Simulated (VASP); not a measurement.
A run of VASP 6.6.1 is set up as follows.

File INCAR:

```
PREC = Accurate ; ENCUT = 520
EDIFF = 1E-6 ; ISMEAR = 0
SIGMA = 0.1 ; LREAL = F
LASPH = T ; NELM = 100
ALGO = Normal ; ISIF = 2
LWAVE = F ; LCHARG = F
GGA = PE ; NBANDS = 24
```

File KPOINTS:

```
regular mesh
0
Gamma
  6 6 2
```

Contents of POSCAR:

```
B2Pt2Cl
1.0
    3.3020419600      0.0000000000      0.0000000000
    0.0000000000      3.3020419600      0.0000000000
    0.0000000000      0.0000000000      7.5697714400
B Pt Cl
2 2 1
Direct
    0.5000000000      0.0000000000      0.3790750500
    0.0000000000      0.5000000000      0.3790750500
    0.5000000000      0.0000000000      0.6185500900
    0.0000000000      0.5000000000      0.6185500900
    0.0000000000      0.0000000000      0.6781538000
```

Potentials or basis: VASP PAW PBE potentials, release 64 (B, Pt, Cl).

Command:

```bash
$ cat potpaw_PBE.64/B/POTCAR potpaw_PBE.64/Pt/POTCAR potpaw_PBE.64/Cl/POTCAR > POTCAR
$ mpirun -np 1 vasp_std > vasp.out
```

(1) Estimate the band gap on the k mesh.

(2) What does it give for the pressure?

(3) What does it give for the largest force?

## Answers

(1) zero (an odd number of electrons rules out a gap without spin polarisation).

(2) 210.9 GPa.

(3) 36.082 eV/Å.

Caveat: the k points lie up to 0.42 Å⁻¹ apart, too coarse for converged energies and pressures of a metal; spin-orbit coupling is left out, which moves the levels of the heavy elements; an odd number of electrons without spin polarisation forces a metal; a magnetic or distorted state may lie lower.
